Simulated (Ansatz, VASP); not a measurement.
# Ta4N5 in VASP and in Ansatz

```
CELL_PARAMETERS angstrom
-3.43270 3.43270 2.13188
3.43270 -3.43270 2.13188
3.43270 3.43270 -2.13188
ATOMIC_POSITIONS crystal
Ta 0.78294 0.60561 0.38854
Ta 0.39439 0.78294 0.17733
Ta 0.60561 0.21706 0.82267
Ta 0.21706 0.39439 0.61146
N 0.50000 0.50000 0.00000
N 0.90830 0.30852 0.21682
N 0.69148 0.90830 0.59978
N 0.30852 0.09170 0.40022
N 0.09170 0.69148 0.78318
```

Alike in both runs: functional r2SCAN; k mesh 10 × 10 × 10; occupations gaussian, width 0.1 eV; no spin polarisation.

Ansatz relaxed the structure, and its values are those at the end. VASP's run is a single point on that final structure, the one shown.

|  | VASP | Ansatz |
| --- | --- | --- |
| version | VASP 6.6.1 | Ansatz 0.2.0 |
| potentials or method | VASP PAW PBE potentials, release 64 (Ta_pv, N), cutoff 520 eV | scalar-relativistic, plane waves, PAW |
| valence electrons in the cell | 69 | 77 |

|  | VASP | Ansatz | Ansatz less VASP |
| --- | --- | --- | --- |
| gap on the k mesh at the Fermi level (eV) | none | none | - |
| pressure (GPa) | 1.5 | 0.0 | -1.51 |
| rms of the force components (eV/Å) | 0.016 | 0.001 | -0.0154 |

VASP's potentials were made for PBE, not for r2SCAN. A gap of «none» marks a metal or a gap that the smearing closes. VASP's potentials hold 69 valence electrons a cell and Ansatz's 77, so a difference there can come from the potentials and not from the codes.

Spin-orbit coupling is off throughout.
